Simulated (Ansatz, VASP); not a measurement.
## Two plane-wave programs on SiGe

INCAR

```
  PREC = Accurate
  ENCUT = 520
  EDIFF = 1E-6
  ISMEAR = 0
  SIGMA = 0.03
  LREAL = False
  LASPH = True
  NELM = 80
  ALGO = Normal
  ISIF = 2
  LWAVE = False
  LCHARG = False
  NBANDS = 26
```

KPOINTS

```
regular mesh
0
Gamma
  12 12 6
```

File POSCAR:

```
SiGe
1.0
    3.8694935620      0.0000000000      0.0000000000
   -1.9347467810      3.3510797245      0.0000000000
    0.0000000000      0.0000000000      6.3947485195
Si Ge
2 2
Direct
    0.6666666667      0.3333333333      0.8745031008
    0.3333333333      0.6666666667      0.3745031008
    0.6666666667      0.3333333333      0.5161337307
    0.3333333333      0.6666666667      0.0161337307
```

Input for Ansatz:

```yaml
crystal:
  lattice:
    - [3.869493562, 0.0, 0.0]
    - [-1.934746781, 3.3510797245, 0.0]
    - [0.0, 0.0, 6.3947485195]
  atoms:
    - { symbol: Si, position: [0.6666666667, 0.3333333333, 0.8745031008] }
    - { symbol: Si, position: [0.3333333333, 0.6666666667, 0.3745031008] }
    - { symbol: Ge, position: [0.6666666667, 0.3333333333, 0.5161337307] }
    - { symbol: Ge, position: [0.3333333333, 0.6666666667, 0.0161337307] }
basis:
  ecutwfc: 420
kpoints:
  mp_grid: { grid: [12, 12, 6] }
hamiltonian:
  xc: lda
  pseudopotentials: { kind: paw, azcp: { folder: soft_1 } }
scf:
  occupations: { method: gaussian, width: 0.03 }
output:
  forces: true
  stress: true
  eigenvalues: true
```

Alike in both runs: task single point; functional LDA; k mesh 12 × 12 × 6; occupations gaussian, width 0.03 eV; no spin polarisation.

|  | VASP | Ansatz |
| --- | --- | --- |
| version | VASP 6.6.1 | Ansatz 0.2.0 |
| potentials or method | VASP PAW LDA potentials, release 64 (Si, Ge_d), cutoff 520 eV | scalar-relativistic, plane waves, PAW |
| valence electrons in the cell | 36 | 36 |

|  | VASP | Ansatz | Ansatz less VASP |
| --- | --- | --- | --- |
| gap on the k mesh at the Fermi level (eV) | none | none | - |
| pressure (GPa) | 0.3 | 0.2 | -0.08 |
| traceless stress, the component that is largest in VASP (GPa) | 4.53 | 4.51 | -0.019 |
| rms of the force components (eV/Å) | 0.821 | 0.820 | -0.0011 |

Ansatz warns that its potentials were made for another functional, while VASP's fit it. LDA's correlation is that of Perdew and Zunger in VASP and of Perdew and Wang (1992) in Ansatz. Atom by atom the forces differ by 0.001 eV/Å (rms over components). A gap of «none» marks a metal or a gap that the smearing closes.
